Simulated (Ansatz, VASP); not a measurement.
# One calculation of MgO, two programs

```
Mg O
1.0
     0.00000    2.08093    2.08093
     2.08093    0.00000    2.08093
     2.08093    2.08093    0.00000
Mg O
1 1
Direct
  0.00000 0.00000 0.00000
  0.50000 0.50000 0.50000
```

Alike in both runs: task single point; functional r2SCAN; k mesh 8 × 8 × 8; no spin polarisation.

|  | VASP | Ansatz |
| --- | --- | --- |
| version | VASP 6.6.1 | Ansatz 0.2.0 |
| potentials or method | VASP PAW PBE potentials, release 64 (Mg_sv, O) | plane waves, PAW |
| plane-wave cutoff (eV) | 660 | 500 |
| occupations | gaussian, width 0.01 eV | fixed |
| valence electrons in the cell | 16 | 16 |

```csv
,VASP,Ansatz,Ansatz less VASP
gap on the k mesh at the Fermi level (eV),6.03,6.00,-0.028
pressure (GPa),4.9,5.4,+0.48
```

VASP's potentials were made for PBE, not for r2SCAN.
